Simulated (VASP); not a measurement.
# HfN: single point with r2SCANh

Crystal: HfN.

```xyz
2
Lattice="0.0000 2.4548 2.4548 2.4548 0.0000 2.4548 2.4548 2.4548 0.0000" Properties=species:S:1:pos:R:3 pbc="T T T"
Hf    0.0000    0.0000    0.0000
N     1.2274    1.2274    1.2274
```

* Program: VASP 6.6.1
* Task: single point
* Functional: r2SCANh
* Potentials or basis: VASP PAW PBE potentials, release 64 (Hf_pv, N)
* Cutoff: 520 eV
* k mesh: 5 × 5 × 5
* Occupations: fermi-dirac, width 0.05 eV
* Spin: no spin polarisation

```
Pressure               : -4.4 GPa
Band gap on the k mesh : zero (an odd number of electrons rules out a gap without spin polarisation)
```

Levels at points of the mesh, in eV from the Fermi level:
| k point | band 3 | band 4 | band 5 | band 6 | band 7 | band 8 | band 9 | band 10 | band 11 | band 12 |
| --- | --- | --- | --- | --- | --- | --- | --- | --- | --- | --- |
| (0.00, 0.00, 0.00) | -33.47 | -18.29 | -6.47 | -6.47 | -6.47 | -0.86 | 2.70 | 2.70 | 7.20 | 7.20 |

Wall time 10 min on 1 thread of Intel(R) Xeon(R) Platinum 8259CL CPU @ 2.50GHz (Skylake/Cascade Lake) (shared host), peak memory 0.17 GiB.

Caveat: the k points lie up to 0.44 Å⁻¹ apart, too coarse for converged energies and pressures of a metal; the PAW data sets were made with another functional, which shifts forces and pressure a little; spin-orbit coupling is left out, which moves the levels of the heavy elements; an odd number of electrons without spin polarisation forces a metal; a magnetic or distorted state may lie lower.
